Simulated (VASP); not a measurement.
Write the native input for VASP 6.6.1 that does the following.

```
Task                   : relaxation of shape and atoms at fixed volume
Functional             : r2SCAN
Potentials or basis    : VASP PAW PBE potentials, release 64 (Ba_sv, H)
Cutoff                 : 600 eV
k mesh                 : 6 × 6 × 6
Occupations            : gaussian, width 0.02 eV
Spin                   : no spin polarisation
Dipole correction      : no
Further INCAR settings : ALGO = Normal; EDIFF = 1e-06; IBRION = 2; EDIFFG = -0.01; NSW = 50; ISIF = 4
```

BaH2:

```
Ba H
1.0
     4.36593    0.00000    0.00000
    -2.18297    3.78101    0.00000
     0.00000    0.00000    5.82923
Ba H
2 4
Direct
  0.66667 0.33333 0.75000
  0.33333 0.66667 0.25000
  0.33333 0.66667 0.75000
  0.66667 0.33333 0.25000
  0.00000 0.00000 0.50000
  0.00000 0.00000 0.00000
```

This cell differs from its parent crystal: volume scaled by 0.94.

One way to write it, as run:

POSCAR

```
BaH2
1.0
    4.3659301209      0.0000000000      0.0000000000
   -2.1829650604      3.7810063958      0.0000000000
    0.0000000000      0.0000000000      5.8292321499
Ba H
2 4
Direct
    0.6666666667      0.3333333333      0.7500000000
    0.3333333333      0.6666666667      0.2500000000
    0.3333333333      0.6666666667      0.7500000000
    0.6666666667      0.3333333333      0.2500000000
    0.0000000000      0.0000000000      0.5000000000
    0.0000000000      0.0000000000      0.0000000000
```

INCAR.step1

```
PREC = Accurate ; ENCUT = 600
ISMEAR = 0 ; SIGMA = 0.02
LREAL = F ; LASPH = T
NELM = 80 ; GGA = PE
ALGO = Normal ; EDIFF = 1E-4
LWAVE = T ; LCHARG = F
```

INCAR.step2

```
PREC = Accurate ; ENCUT = 600
EDIFF = 1E-6 ; ISMEAR = 0
SIGMA = 0.02 ; LREAL = F
LASPH = T ; NELM = 80
ALGO = Normal ; ISIF = 4
LWAVE = F ; LCHARG = F
METAGGA = R2SCAN ; LMIXTAU = T
IBRION = 2 ; NSW = 50
EDIFFG = -0.01 ; ISTART = 1
```

KPOINTS

```
Automatic mesh
0
Gamma
  6 6 6
```

Potentials or basis: VASP PAW PBE potentials, release 64 (Ba_sv, H).

Command:

```sh
$ cat potpaw_PBE.64/Ba_sv/POTCAR potpaw_PBE.64/H/POTCAR > POTCAR
$ cp INCAR.step1 INCAR
$ mpirun -np 1 vasp_std > vasp.out
$ cp INCAR.step2 INCAR
$ mpirun -np 1 vasp_std > vasp.out
```

Results of the run:

| Quantity | Value |
| --- | --- |
| Energy gained by relaxing | 0.2 meV/atom |
| Ionic steps | 3 |
| Pressure after relaxing | 3.0 GPa |
| Band gap on the k mesh | 2.27 eV, indirect (least direct gap 3.13 eV) |

Caveat: the PAW data sets were made with another functional, which shifts forces and pressure a little; spin-orbit coupling is left out, which moves the levels of the heavy elements.

Run time: 7.9 min on 1 thread of Oxide Virtual Turin-like Processor (shared host), peak memory 0.26 GiB.
